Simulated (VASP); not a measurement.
# Al (a cell with a defect) in VASP: single point with PBE+D3(BJ)

Aim: the single point of Al (a cell with a defect) with PBE+D3(BJ).

Program: VASP 6.6.1. These are calculated values, not measurements. Logs are shortened: lines on timing, memory, paths and dates and some standing lists are left out, and cuts for length are marked.

**1. The cell of the first run**

The cell holds a defect, 33 atoms: a = 8.100 Å, b = 8.100 Å, c = 8.100 Å, α = 90.00°, β = 90.00°, γ = 90.00°.

**2. Single point, PBE+D3(BJ)**

Input file INCAR:

```
PREC = Accurate ; ENCUT = 520
EDIFF = 1E-7 ; ISMEAR = 0
SIGMA = 0.05 ; LREAL = Auto
LASPH = T ; NELM = 80
ALGO = Normal ; ISIF = 2
LWAVE = F ; LCHARG = F
GGA = PE ; IVDW = 12
NBANDS = 72
```

Input file KPOINTS:

```
Automatic mesh
0
Gamma
  3 3 3
```

Input file POSCAR:

```
Al
1.0
    8.1000000000      0.0000000000      0.0000000000
    0.0000000000      8.1000000000      0.0000000000
    0.0000000000      0.0000000000      8.1000000000
Al
33
Direct
    0.4997208642      0.0009850617     -0.0083177778
    0.7450530864      0.2460927160     -0.0063966667
    0.7299775309     -0.0127730864      0.2458543210
   -0.0002791358      0.0277912346     -0.0351650617
    0.2543877778      0.2460933333     -0.0063961728
    0.4997201235      0.4925125926     -0.0177065432
    0.7299888889      0.7468197531      0.0054400000
    0.2694645679     -0.0127734568      0.2458545679
    0.4997198765      0.2410230864      0.2425516049
    0.7176571605      0.4978177778      0.2384777778
    0.4997214815      0.0103846914      0.5001545679
    0.7505133333      0.2435296296      0.4912249383
    0.7450469136     -0.0009317284      0.7465632099
   -0.0002798765      0.4683253086      0.0214360494
    0.2694519753      0.7468201235      0.0054392593
   -0.0002785185      0.1513174074      0.2468953086
    0.2817808642      0.4978190123      0.2384796296
    0.4997207407      0.7459096296      0.2467520988
   -0.0002790123     -0.0287643210      0.5243233333
    0.2489271605      0.2435308642      0.4912244444
    0.4997206173      0.4880708642      0.5045948148
    0.7176467901      0.7541924691      0.4948591358
    0.2543951852     -0.0009309877      0.7465632099
    0.4997207407      0.2476969136      0.7449769136
    0.7505217284      0.5014380247      0.7491356790
   -0.0002793827      0.7579495062      0.2347049383
   -0.0002761728      0.6335888889      0.5657432099
    0.2817977778      0.7541946914      0.4948602469
   -0.0002793827      0.2685712346      0.7240843210
    0.2489206173      0.5014379012      0.7491367901
    0.4997216049      0.7501087654      0.7516576543
   -0.0002803704      0.7457235802      0.8413202469
   -0.0002824691      0.4268718519      0.3590832099
```

Potentials or basis: VASP PAW PBE potentials, release 64 (Al).

Command:

```sh
> cat potpaw_PBE.64/Al/POTCAR > POTCAR
> mpirun -np 1 vasp_std > vasp.out
```

OUTCAR:

```text
PREC = Accurate
   ENCUT = 520
   EDIFF = 1E-7
   ISMEAR = 0
   LREAL = Auto
   LASPH = T
   NELM = 80
   ISIF = 2
   GGA = PE
   IVDW = 12
 IVDW          = 12

 ion  position               nearest neighbor table
   1  0.500  0.001  0.992-   8 2.78   3 2.78   7 2.78  15 2.78   2 2.81   5 2.81  23 2.81  13 2.81
                            31 2.81   9 2.81  24 2.83  18 2.92
   2  0.745  0.246  0.994-   4 2.73  14 2.75   1 2.81   6 2.82  24 2.83  13 2.83   9 2.83  10 2.85
                            25 2.86   3 2.93  16 3.01  29 3.01
   3  0.730  0.987  0.246-  16 2.56  18 2.70   7 2.75  22 2.76   9 2.78   1 2.78  11 2.79  26 2.87
                            12 2.88   2 2.93  19 3.14   4 3.17
   4  1.000  0.028  0.965-  16 2.49  32 2.49  13 2.73  23 2.73   5 2.73   2 2.73  29 2.76  26 3.09
                            15 3.17   7 3.17   3 3.17   8 3.17
   5  0.254  0.246  0.994-   4 2.73  14 2.75   1 2.81   6 2.82  24 2.83  23 2.83   9 2.83  17 2.85
                            30 2.86   8 2.93  16 3.01  29 3.01
   6  0.500  0.493  0.982-  10 2.72  17 2.72  24 2.76  30 2.77  25 2.77  15 2.79   7 2.79  31 2.80
                             5 2.82   2 2.82   9 2.93  18 2.97
   7  0.730  0.747  0.005-  32 2.56  18 2.70   3 2.75  10 2.76  31 2.78   1 2.78   6 2.79  26 2.87
                            25 2.88  13 2.93  14 3.14   4 3.17
   8  0.269  0.987  0.246-  16 2.56  18 2.70  15 2.75  28 2.76   9 2.78   1 2.78  11 2.79  26 2.87
                            20 2.88   5 2.93  19 3.14   4 3.17
   9  0.500  0.241  0.243-  10 2.73  17 2.73   8 2.78   3 2.78  11 2.80   1 2.81   5 2.83   2 2.83
[... 19 lines left out ...]
  19  1.000  0.971  0.524-  16 2.68  13 2.75  23 2.75  27 2.76  22 2.89  28 2.89  29 2.90  26 2.91
                            20 3.00  12 3.00   8 3.14   3 3.14  32 3.15
  20  0.249  0.244  0.491-  33 2.73  29 2.77  11 2.77  21 2.84   9 2.86  23 2.86   8 2.88  24 2.89
                            17 2.92  16 2.92  30 2.95  19 3.00
  21  0.500  0.488  0.505-  24 2.75  28 2.79  22 2.79  10 2.79  17 2.79  20 2.84  12 2.84  30 2.84
                            25 2.84   9 2.92  31 2.92  18 2.95
  22  0.718  0.754  0.495-  27 2.55  18 2.68  11 2.72  31 2.73   3 2.76  21 2.79  13 2.85  19 2.89
                            25 2.92  10 2.94  26 3.11
  23  0.254  0.999  0.747-   4 2.73  19 2.75   1 2.81  11 2.82  24 2.83   5 2.83  31 2.83  28 2.85
                            20 2.86  15 2.93  29 3.01  32 3.01
  24  0.500  0.248  0.745-  21 2.75   6 2.76  11 2.76   1 2.83  23 2.83  13 2.83   2 2.83   5 2.83
                            30 2.89  25 2.89  12 2.89  20 2.89
  25  0.751  0.501  0.749-  27 2.73  29 2.77   6 2.77  21 2.84  31 2.86   2 2.86   7 2.88  24 2.89
                            22 2.92  32 2.92  12 2.95  14 3.00
  26  1.000  0.758  0.235-  27 2.86  33 2.86   7 2.87  15 2.87   3 2.87   8 2.87  14 2.91  19 2.91
                             4 3.09  17 3.11  10 3.11  22 3.11  28 3.11  16 3.19  32 3.19
  27  1.000  0.634  0.566-  33 2.37  32 2.41  28 2.55  22 2.55  30 2.73  25 2.73  19 2.76  26 2.86
                            29 3.22
  28  0.282  0.754  0.495-  27 2.55  18 2.68  11 2.72  31 2.73   8 2.76  21 2.79  23 2.85  19 2.89
                            30 2.92  17 2.94  26 3.11
  29  1.000  0.269  0.724-   4 2.76  25 2.77  20 2.77  12 2.77  30 2.77  19 2.90  14 2.90  13 3.01
                            23 3.01   2 3.01   5 3.01  33 3.22  27 3.22
  30  0.249  0.501  0.749-  27 2.73  29 2.77   6 2.77  21 2.84  31 2.86   5 2.86  15 2.88  24 2.89
                            28 2.92  32 2.92  20 2.95  14 3.00
  31  0.500  0.750  0.752-  28 2.73  22 2.73   7 2.78  15 2.78   6 2.80   1 2.81  13 2.83  23 2.83
                            25 2.86  30 2.86  21 2.92  11 2.93
  32  1.000  0.746  0.841-  27 2.41   4 2.49   7 2.56  15 2.56  14 2.68  25 2.92  30 2.92  13 3.01
                            23 3.01  19 3.15  26 3.19
  33  1.000  0.427  0.359-  27 2.37  16 2.41  10 2.55  17 2.55  12 2.73  20 2.73  14 2.76  26 2.86
                            29 3.22

  LATTYP: Found a simple cubic cell.
 ALAT       =     8.1000000000

  Lattice vectors:

 A1 = (   8.1000000000,   0.0000000000,   0.0000000000)
 A2 = (   0.0000000000,   8.1000000000,   0.0000000000)
 A3 = (   0.0000000000,   0.0000000000,   8.1000000000)

Analysis of symmetry for initial positions (statically):
=====================================================================
 Subroutine PRICEL returns:
 Original cell was already a primitive cell.

 Routine SETGRP: Setting up the symmetry group for a
 simple cubic supercell.

 Subroutine GETGRP returns: Found  2 space group operations
 (whereof  1 operations were pure point group operations)
 out of a pool of 48 trial point group operations.

The static configuration has the point symmetry C_1 .
 The point group associated with its full space group is C_1h.

Analysis of symmetry for dynamics (positions and initial velocities):
=====================================================================
 Subroutine PRICEL returns:
 Original cell was already a primitive cell.

[... 116 lines left out ...]

  Shift w.r.t. Gamma in fractional coordinates (k-lattice)
     0.000000000  0.000000000  0.000000000

 Subroutine IBZKPT returns following result:
 ===========================================

 Found     10 irreducible k-points:

 Following reciprocal coordinates:
            Coordinates               Weight
  0.000000  0.000000  0.000000      1.000000
  0.333333  0.000000  0.000000      2.000000
  0.000000  0.333333  0.000000      2.000000
  0.000000  0.000000  0.333333      2.000000
  0.333333  0.333333  0.000000      4.000000
  0.000000  0.333333  0.333333      2.000000
  0.333333  0.000000  0.333333      4.000000
  0.000000 -0.333333  0.333333      2.000000
  0.333333  0.333333  0.333333      4.000000
 -0.333333 -0.333333  0.333333      4.000000
   k-points           NKPTS =     10   k-points in BZ     NKDIM =     10   number of bands    NBANDS=     72
   number of dos      NEDOS =    301   number of ions     NIONS =     33
   total plane-waves  NPLWV = 216000
   dimension x,y,z NGX =    60 NGY =   60 NGZ =   60
   dimension x,y,z NGXF=   120 NGYF=  120 NGZF=  120
   ions per type =              33
   NGX,Y,Z   is equivalent  to a cutoff of  12.31, 12.31, 12.31 a.u.
   NGXF,Y,Z  is equivalent  to a cutoff of  24.63, 24.63, 24.63 a.u.
 SYSTEM =  unknown system
   PREC   = accura    normal or accurate (medium, high low for compatibility)
   ISTART =      0    job   : 0-new  1-cont  2-samecut
   ICHARG =      2    charge: 1-file 2-atom 10-const
   ISPIN  =      1    spin polarized calculation?
   LNONCOLLINEAR =      F non collinear calculations
   LSORBIT =      F    spin-orbit coupling
   LASPH  =      T    aspherical Exc in radial PAW
   ENCUT  =  520.0 eV  38.22 Ry    6.18 a.u.  15.06 15.06 15.06*2*pi/ulx,y,z
   NELM   =     80;   NELMIN=  2; NELMDL= -5     # of ELM steps
   EDIFF  = 0.1E-06   stopping-criterion for ELM
   LREAL  =      T    real-space projection
   EDIFFG = 0.1E-05   stopping-criterion for IOM
   NSW    =      0    number of steps for IOM
   IBRION =     -1    ionic relax: 0-MD 1-quasi-New 2-CG
   NFREE  =      0    steps in history (QN), initial steepest desc. (CG)
   ISIF   =      2    stress and relaxation
   ISYM   =      2    0-nonsym 1-usesym 2-fastsym
   POTIM  = 0.5000    time-step for ionic-motion
   TEBEG  =    0.0;   TEEND  =   0.0 temperature during run
   PSTRESS=    0.0 pullay stress
   NELECT =      99.0000    total number of electrons
   NUPDOWN=      -1.0000    fix difference up-down
   EMIN   =  10.00;   EMAX   =-10.00  energy-range for DOS
   EFERMI =   0.00;   METHOD = LEGACY
   ISMEAR =     0;   SIGMA  =   0.05  broadening in eV -4-tet -1-fermi 0-gaus
   EFERMI_NEDOS =   21; number of points for ismear=-14 and -15
   IALGO  =     38    algorithm
   IMIX   =      4    mixing-type and parameters
     AMIX     =   0.40;   BMIX     =  1.00
     AMIX_MAG =   1.60;   BMIX_MAG =  1.00
  volume/ion in A,a.u.               =      16.10       108.68
  Fermi-wavevector in a.u.,A,eV,Ry     =   0.934978  1.766853 11.894002  0.874184
  Thomas-Fermi vector in A             =   2.061839
   LORBIT       =      0    0 simple, 1 ext, 2 COOP (PROOUT), +10 PAW based schemes
   GGA     = PE    functional components
   LHFCALC =     F    Hartree Fock is set to
   AEXX    =    0.0000 exact exchange contribution
   IVDW    =    12    specifies the selected vdW correction
   LEPSILON=     F    determine dielectric tensor
   LRPA    =     F    only Hartree local field effects (RPA)
 non-spin polarized calculation
 Gauss-broadening in eV      SIGMA  =   0.05
  energy-cutoff  :      520.00
  volume of cell :      531.44
 maximum number of plane-waves:     14358
   NGX = 31   NGY = 31   NGZ = 31

 number of electron      99.0000000 magnetization

 Free energy of the ion-electron system (eV)
  ---------------------------------------------------
  ext. energy  EPLUGINS =         0.00000000
  ---------------------------------------------------
  free energy    TOTEN  =      -120.96426462 eV

  energy without entropy =     -120.95889253  energy(sigma->0) =     -120.96157858

 E-fermi :   8.2339     XC(G=0): -10.2706

 val. band max:        8.1858075254   @ k =   0.3333   0.0000   0.3333
 cond. band min:       8.2659033391   @ k =   0.0000   0.0000   0.0000
 fundamental gap:      0.0800958137
 Fermi energy:         8.2339447052

 k-point     1 :       0.0000    0.0000    0.0000
  band No.  band energies     occupation
      1      -3.0873      2.00000
      2      -0.9974      2.00000
      3      -0.8918      2.00000
      4      -0.8798      2.00000
      5      -0.8535      2.00000
      6      -0.7685      2.00000
[... 629 lines left out ...]
     60       9.8292      0.00000
     61       9.8333      0.00000
 [bands above 61 left out]

------------------------ aborting loop because EDIFF is reached ----------------------------------------

 Edisp (eV)  -11.39479

 E8    (eV) :    -5.1008

  FORCE on cell =-STRESS in cart. coord.  units (eV):
  Direction    XX          YY          ZZ          XY          YZ          ZX
  --------------------------------------------------------------------------------------
  -------------------------------------------------------------------------------------
  Total       7.77656     5.88536     5.88525     0.00000     5.43772     0.00000
  in kB      23.44461    17.74307    17.74273     0.00000    16.39354     0.00000
  external pressure =       19.64 kB  Pullay stress =        0.00 kB

 VOLUME and BASIS-vectors are now :
 -----------------------------------------------------------------------------
  energy-cutoff  :      520.00
  volume of cell :      531.44
      direct lattice vectors                 reciprocal lattice vectors
     8.100000000  0.000000000  0.000000000     0.123456790  0.000000000  0.000000000
     0.000000000  8.100000000  0.000000000     0.000000000  0.123456790  0.000000000
     0.000000000  0.000000000  8.100000000     0.000000000  0.000000000  0.123456790

 POSITION                                       TOTAL-FORCE (eV/Angst)
 -----------------------------------------------------------------------------------
      4.04774      0.00798      8.03263        -0.000000     -0.000520      0.000283
      6.03493      1.99335      8.04819         0.002296      0.002565      0.000991
      5.91282      7.99654      1.99142         0.001676     -0.002593      0.001575
      8.09774      0.22511      7.81516        -0.000000      0.002367     -0.002525
      2.06054      1.99336      8.04819        -0.002296      0.002565      0.000991
      4.04773      3.98935      7.95658        -0.000000      0.000279     -0.001746
[... 25 lines left out ...]
      8.09773      6.04036      6.81469        -0.000000     -0.000526      0.004923
      8.09771      3.45766      2.90857        -0.000000     -0.002394     -0.001039
 -----------------------------------------------------------------------------------
    total drift:                               -0.001062      0.008536     -0.005213

  FREE ENERGIE OF THE ION-ELECTRON SYSTEM (eV)
  ---------------------------------------------------
  free  energy   TOTEN  =      -132.3590530515 eV

  energy  without entropy=     -132.3536809609  energy(sigma->0) =     -132.35636701
```

Wall time 3.7 min (1 thread of Intel Xeon 6975P-C (Granite Rapids), shared host); peak memory 0.58 GiB.

What came out:

- Free energy: -132.3591 eV
- Pressure: 2.0 GPa
- Largest force: 0.008 eV/Å
- Band gap on the k mesh: zero (an odd number of electrons rules out a gap without spin polarisation)
- Dispersion energy per atom: -0.345 eV

Forces on the atoms (eV/Å):
```
Al   0.000 -0.001  0.000
Al   0.002  0.003  0.001
Al   0.002 -0.003  0.002
Al   0.000  0.002 -0.003
Al  -0.002  0.003  0.001
Al   0.000  0.000 -0.002
Al   0.001  0.001  0.000
Al  -0.002 -0.003  0.002
Al   0.000  0.001 -0.002
Al  -0.001 -0.002 -0.001
Al   0.000  0.000  0.001
Al  -0.002 -0.002  0.002
Al   0.001  0.000 -0.001
Al   0.000  0.001  0.000
Al  -0.001  0.001  0.000
Al   0.000 -0.002 -0.003
Al   0.001 -0.002 -0.001
Al   0.000 -0.001  0.000
Al   0.000  0.000 -0.001
Al   0.002 -0.002  0.002
Al   0.000 -0.001  0.000
Al  -0.003  0.000  0.002
Al  -0.001  0.000 -0.001
Al   0.000 -0.002  0.001
Al   0.003  0.004 -0.003
Al   0.000 -0.001  0.001
Al   0.000  0.004 -0.007
Al   0.003  0.000  0.002
Al   0.000  0.000  0.000
Al  -0.003  0.004 -0.003
Al   0.000  0.000  0.008
Al   0.000 -0.001  0.005
Al   0.000 -0.002 -0.001
```

Levels at points of the mesh, in eV from the Fermi level:
```csv
k point,band 45,band 46,band 47,band 48,band 49,band 50,band 51,band 52,band 53,band 54
"(0.00, 0.00, 0.00)",-0.82,-0.56,-0.21,-0.20,-0.09,0.03,0.22,0.24,0.37,0.58
```

The gap in the log of VASP goes by the Fermi energy; the results here count the filled bands.